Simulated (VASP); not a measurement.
Write the native input for VASP 6.6.1 that does the following.

* Task: single point
* Functional: PBEsol
* Potentials or basis: VASP PAW PBE potentials, release 64 (Sn_d)
* Cutoff: 520 eV
* k mesh: 21 × 21 × 10
* Occupations: gaussian, width 0.1 eV
* Spin: no spin polarisation
* Dipole correction: no
* Further INCAR settings: ALGO = Fast; EDIFF = 1e-06; NBANDS = 21

The structure of Sn lies in POSCAR:

```
Sn
1.0
    3.3267763415      0.0000000000      0.0000000000
   -1.6633881708      2.8810728245      0.0000000000
    0.0000000000      0.0000000000      5.4762780863
Sn
2
Direct
    0.3333333333      0.6666666667      0.2500000000
    0.6666666667      0.3333333333      0.7500000000
```

One way to write it, as run:

INCAR

```
PREC = Accurate
ENCUT = 520
EDIFF = 1E-6
ISMEAR = 0
SIGMA = 0.1
LREAL = False
LASPH = True
NELM = 80
ALGO = Fast
ISIF = 2
LWAVE = False
LCHARG = False
GGA = PS
NBANDS = 21
```

KPOINTS

```
Automatic mesh
0
Gamma
  21 21 10
```

Potentials or basis: VASP PAW PBE potentials, release 64 (Sn_d).

Launch:

```sh
$ cat potpaw_PBE.64/Sn_d/POTCAR > POTCAR
$ mpirun -np 1 vasp_std > vasp.out
```

It gave:

```yaml
Pressure: -0.1 GPa
Band_gap_on_the_k_mesh: zero (band 14 reaches 14.45 eV, above the bottom of band 15 at 5.90 eV)
```

Caveat: the PAW data sets were made with another functional, which shifts forces and pressure a little; spin-orbit coupling is left out, which moves the levels of the heavy elements.

Wall time 5.6 min on 1 thread of Intel(R) Xeon(R) 6975P-C (Granite Rapids), on a shared host, peak memory 0.36 GiB.
